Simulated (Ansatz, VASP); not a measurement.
# AgCl in VASP and in Ansatz

```
Ag Cl
1.0
     3.43397    0.00000    0.00000
     0.00000    3.43397    0.00000
     0.00000    0.00000    3.36529
Ag Cl
1 1
Cartesian
  0.0000 0.0000 0.0000
  1.7170 1.7170 1.6826
```

Change from the starting cell: zz strain of -2 %, crystal datasets.

Alike in both runs: task electric field gradients; functional PBE; k mesh 9 × 9 × 9; occupations fermi-dirac, width 0.01 eV; no spin polarisation.

|  | VASP | Ansatz |
| --- | --- | --- |
| version | VASP 6.6.1 | Ansatz 0.2.0 |
| potentials or method | VASP PAW PBE potentials, release 64 (Ag, Cl), cutoff 520 eV | all-electron PAW with datasets made for the crystal, scalar-relativistic |

```tsv
	VASP	Ansatz	Ansatz less VASP
gap on the k mesh at the Fermi level (eV)	0.58	0.58	+0.001
pressure (GPa)	0.7	0.9	+0.14
traceless stress, the component that is largest in VASP (GPa)	0.69	0.68	-0.001
size of Vzz on the site where it differs most (V/Å²)	1.9	2.6	+0.65
```

Ansatz ran all-electron here, and VASP with PAW potentials.
